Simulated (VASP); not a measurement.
Here is a VASP 6.6.1 calculation.

File INCAR:

```
PREC = Accurate ; ENCUT = 600
EDIFF = 1E-6 ; ISMEAR = 0
SIGMA = 0.05 ; LREAL = F
LASPH = T ; NELM = 100
ALGO = Normal ; ISIF = 3
LWAVE = F ; LCHARG = F
GGA = PS ; IBRION = 2
NSW = 80 ; EDIFFG = -0.01
```

File KPOINTS:

```
Automatic mesh
0
Gamma
  12 12 10
```

Contents of POSCAR:

```
MgB2
1.0
    3.0952499526      0.0000000000      0.0000000000
   -1.5476249763      2.6805650900      0.0000000000
    0.0000000000      0.0000000000      3.5347044049
Mg B
1 2
Direct
    0.0000000000      0.0000000000      0.0000000000
    0.3333333333      0.6666666667      0.5000000000
    0.6666666667      0.3333333333      0.5000000000
```

Potentials or basis: VASP PAW PBE potentials, release 64 (Mg, B).

Launch:

```sh
$ cat potpaw_PBE.64/Mg/POTCAR potpaw_PBE.64/B/POTCAR > POTCAR
$ mpirun -np 1 vasp_std > vasp.out
```

(1) Estimate the space group after relaxing (to 0.1 Å).

(2) Estimate the relaxed cell.

Answers

(1) P6/mmm (No. 191).

(2) a = 3.067 Å, b = 3.067 Å, c = 3.486 Å, α = 90.00°, β = 90.00°, γ = 120.00°.
